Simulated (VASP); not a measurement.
ScGaTeSe2:

```
Sc Ga Te Se
1.0
     5.33759    0.00000    0.00000
    -2.66879    4.62248    0.00000
     0.00000    0.00000    5.95838
Sc Ga Te Se
1 1 1 2
Cartesian
  0.0000 3.0817 0.0000
  0.0000 0.0000 0.0000
  0.0000 3.0817 2.9792
  2.6688 1.5408 1.8711
  2.6688 1.5408 4.0873
```

The cell was generated, and may not be a known phase.

| Property | Result |
| --- | --- |
| Program | VASP 6.6.1 |
| Task | relaxation of cell and atoms |
| Functional | PBE |
| Potentials or basis | VASP PAW PBE potentials, release 64 (Sc_sv, Ga_d, Te, Se) |
| Cutoff | 600 eV |
| k mesh | 6 × 6 × 4 |
| Occupations | gaussian, width 0.1 eV |
| Spin | no spin polarisation |

At the start: pressure -1.3 GPa; volume 29.40 Å³/atom.

How do energy, volume and symmetry change on relaxing?

Over 16 steps the energy falls by 302.8 meV/atom and the volume is 25.61 Å³/atom (-12.9 %); space group P-6m2 (No. 187, to 0.1 Å) before and after.

Step by step:
```
step  energy change (eV)  largest force (eV/Å)  pressure (GPa)  volume (Å³)
   1              0.0000                3.4420           -1.32       147.01
   2             -0.8036                1.4060           -3.41       141.93
   3             -1.1967                0.7404           -3.55       137.43
   4             -1.4014                0.7834            1.03       128.72
   5             -1.4486                0.3035           -2.09       132.62
   6             -1.4769                0.0033           -1.29       131.25
   7             -1.4778                0.1024           -1.05       130.92
   8             -1.4815                0.4864            1.10       126.01
   9             -1.4905                0.3019            0.07       128.21
  10             -1.5009                0.1966            0.16       127.67
  11             -1.5099                0.0405            0.51       126.40
  12             -1.5101                0.0022            0.44       126.60
  13             -1.5131                0.0544           -0.25       128.67
  14             -1.5135                0.0411           -0.08       128.14
  15             -1.5134                0.0269            0.11       127.97
  16             -1.5138                0.0087            0.01       128.06
```

Final structure:
```xyz
5
Lattice="5.1313 0.0000 0.0000 -2.5657 4.4438 0.0000 0.0000 0.0000 5.6160" Properties=species:S:1:pos:R:3 pbc="T T T"
Sc    0.0000    2.9626    0.0000
Ga    0.0000    0.0000    0.0000
Te    0.0000    2.9626    2.8080
Se    2.5657    1.4813    1.3133
Se    2.5657    1.4813    4.3028
```
